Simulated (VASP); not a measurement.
**Na16H (a cell with a defect): single point with PBE**

Na16H (a cell with a defect):

```
Na H
1.0
     8.46000    0.00000    0.00000
     0.00000    8.46000    0.00000
     0.00000    0.00000    8.46000
Na H
16 1
Direct
  0.99387 0.00324 0.99964
  0.50899 0.99142 0.99964
  0.01082 0.49178 0.99965
  0.98269 0.01456 0.49965
  0.25907 0.24344 0.25003
  0.49226 0.50341 0.99966
  0.53298 0.01418 0.49965
  0.74649 0.25574 0.24228
  0.99375 0.48141 0.49963
  0.24518 0.75765 0.25072
  0.25907 0.24346 0.74925
  0.49615 0.50510 0.49963
  0.75546 0.73630 0.24729
  0.74649 0.25576 0.75700
  0.24518 0.75763 0.74857
  0.75545 0.73628 0.75200
  0.77111 0.18452 0.49965
```

```json
{
 "Program": "VASP 6.6.1",
 "Task": "single point",
 "Functional": "PBE",
 "Potentials or basis": "VASP PAW PBE potentials, release 64 (Na_pv, H)",
 "Cutoff": "520 eV",
 "k mesh": "2 × 2 × 2",
 "Occupations": "gaussian, width 0.15 eV",
 "Spin": "no spin polarisation",
 "Dipole correction": "no",
 "Further INCAR settings": "LREAL = Auto; ALGO = Normal; EDIFF = 1e-06; NBANDS = 70"
}
```

The pressure is -0.2 GPa. The largest force is 0.052 eV/Å. The band gap on the k mesh is zero (an odd number of electrons rules out a gap without spin polarisation).

Forces on the atoms (eV/Å):
```
Na   0.004 -0.006  0.000
Na  -0.001 -0.002  0.000
Na   0.010  0.006  0.000
Na  -0.010  0.007  0.000
Na  -0.003 -0.002  0.004
Na  -0.007  0.003  0.000
Na   0.014  0.008  0.000
Na   0.004  0.003 -0.009
Na   0.006  0.009  0.000
Na   0.004  0.005  0.014
Na  -0.004 -0.002 -0.004
Na   0.013 -0.008  0.000
Na   0.004 -0.003 -0.001
Na   0.004  0.003  0.010
Na   0.004  0.006 -0.014
Na   0.003 -0.003  0.001
H   -0.047 -0.023  0.000
```

Stress tensor (GPa, compression positive):
```
-0.18 -0.06  0.00
-0.06 -0.18  0.00
 0.00  0.00 -0.13
```

Levels at points of the mesh, in eV from the Fermi level:
```csv
k point,band 53,band 54,band 55,band 56,band 57,band 58,band 59,band 60
"(0.00, 0.00, 0.00)",-0.99,-0.99,-0.95,-0.17,0.86,0.87,0.87,0.87
"(0.50, 0.00, 0.00)",-0.49,-0.47,-0.47,-0.45,-0.45,-0.42,0.51,1.33
"(0.00, 0.50, 0.00)",-0.49,-0.47,-0.47,-0.45,-0.45,-0.42,0.50,1.33
"(0.00, 0.00, 0.50)",-0.47,-0.47,-0.47,-0.47,-0.47,-0.46,0.61,1.35
"(0.50, 0.50, 0.00)",-1.23,0.01,0.03,0.04,0.04,0.04,0.08,0.10
"(0.00, 0.50, 0.50)",-1.19,0.01,0.03,0.03,0.04,0.05,0.07,0.08
"(0.50, 0.00, 0.50)",-1.21,0.02,0.02,0.03,0.05,0.06,0.08,0.08
"(0.50, 0.50, 0.50)",-1.52,-1.51,-1.50,-1.44,0.16,2.27,2.27,2.28
```

Wall time 11 min on 1 thread of AMD EPYC 7R13 (shared host), peak memory 0.65 GiB.

Caveat: the k points lie up to 0.37 Å⁻¹ apart, too coarse for converged energies and pressures of a metal.
